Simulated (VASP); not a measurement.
Here is a VASP 6.6.1 calculation.

File INCAR:

```
PREC = Accurate
ENCUT = 600
EDIFF = 1E-6
ISMEAR = 0
SIGMA = 0.01
LREAL = False
LASPH = True
NELM = 120
ALGO = Normal
ISIF = 2
LWAVE = False
LCHARG = True
LELF = True
LVHAR = True
NBANDS = 11
GGA_COMPAT = False
```

The input KPOINTS:

```
regular mesh
0
Gamma
  8 8 8
```

POSCAR

```
MgSe
1.0
    2.5952087223      2.5952087223      0.0000000000
   -2.5952087223      2.5952087223      0.0000000000
    0.0000000000      2.5952087223      2.5952087223
Mg Se
1 1
Direct
    0.0000000000      0.0000000000      0.0000000000
    0.5000000000      0.5000000000      0.0000000000
```

Potentials or basis: VASP PAW LDA potentials, release 64 (Mg, Se).

The run is started by

```bash
$ cat potpaw_LDA.64/Mg/POTCAR potpaw_LDA.64/Se/POTCAR > POTCAR
$ mpirun -np 1 vasp_std > vasp.out
```

Problem. Estimate the band gap on the k mesh.

Solution. 1.89 eV, indirect (least direct gap 3.49 eV).

Problem. Estimate the pressure.

Solution. 9.7 GPa.

A k mesh can miss the band edges. As with any semilocal functional, this LDA gap is likely too small.
